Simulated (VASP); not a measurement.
Si16H5Cl: single point with PBEsol

The system is Si16H5Cl, a slab with vacuum.

```
H Si Cl
1.0
     7.67918    0.00000    0.00000
     3.83959    6.65036    0.00000
     0.00000    0.00000   18.41877
H Si Cl
5 16 1
Direct
  0.16667 0.16667 0.05429
  0.66667 0.16667 0.05429
  0.16667 0.66667 0.05429
  0.66667 0.66667 0.05429
  0.05781 0.95833 0.42707
  0.16667 0.16667 0.13573
  0.66667 0.16667 0.13573
  0.16667 0.66667 0.13573
  0.66667 0.66667 0.13573
  0.82280 0.33895 0.18377
  0.33420 0.33151 0.17547
  0.83540 0.83235 0.17819
  0.33409 0.83432 0.17410
  0.92083 0.30751 0.31565
  0.36812 0.31650 0.30095
  0.88059 0.80140 0.30493
  0.38196 0.80900 0.29878
  0.05270 0.96459 0.34542
  0.54359 0.98032 0.34103
  0.05950 0.48922 0.36740
  0.57890 0.45663 0.30441
  0.51229 0.99092 0.45374
```

```yaml
Program: VASP 6.6.1
Task: single point
Functional: PBEsol
Potentials_or_basis: VASP PAW PBE potentials, release 64 (H, Si, Cl)
Cutoff: 520 eV
k_mesh: 2 × 2 × 1
Occupations: gaussian, width 0.02 eV
Spin: no spin polarisation
```

* Largest force: 0.484 eV/Å
* Band gap on the k mesh: 0.68 eV, indirect (least direct gap 0.73 eV)

Forces in eV/Å, atoms in the order of the input:
```
H   -0.183  0.119 -0.136
H    0.178 -0.033 -0.151
H    0.047 -0.022 -0.133
H    0.124 -0.146 -0.127
H   -0.004  0.004  0.011
Si  -0.290  0.239  0.305
Si  -0.054 -0.206  0.115
Si  -0.006 -0.079  0.016
Si   0.187  0.122  0.059
Si   0.003 -0.011 -0.005
Si   0.003  0.012  0.011
Si   0.014  0.013 -0.017
Si  -0.010  0.000 -0.001
Si   0.003  0.006 -0.003
Si  -0.003  0.007 -0.008
Si  -0.005 -0.028  0.014
Si  -0.018 -0.011 -0.001
Si   0.007 -0.001 -0.007
Si   0.008  0.031  0.036
Si   0.013 -0.001  0.025
Si  -0.013 -0.009  0.002
Cl   0.000 -0.008 -0.005
```

Levels at points of the mesh, in eV from the valence-band top:
```csv
k point,band 34,band 35,band 36,band 37,band 38,band 39,band 40,band 41,band 42,band 43
"(0.00, 0.00, 0.00)",-0.67,-0.48,-0.33,-0.08,-0.04,0.68,1.27,1.35,1.50,1.86
"(0.50, 0.00, 0.00)",-1.46,-1.39,-0.71,-0.59,-0.01,0.93,1.90,2.00,2.33,2.62
"(0.50, 0.50, 0.00)",-1.54,-1.43,-0.85,-0.60,0.00,0.92,1.74,2.12,2.46,2.57
"(0.00, 0.50, 0.00)",-1.51,-1.41,-0.74,-0.67,-0.12,0.94,1.74,2.20,2.40,2.59
```

It took 21 min on 1 thread of Intel Xeon 8259CL, on a shared host, peak memory 0.98 GiB.

Caveat: the k points lie up to 0.47 Å⁻¹ apart; the PAW data sets were made with another functional, which shifts forces and pressure a little.
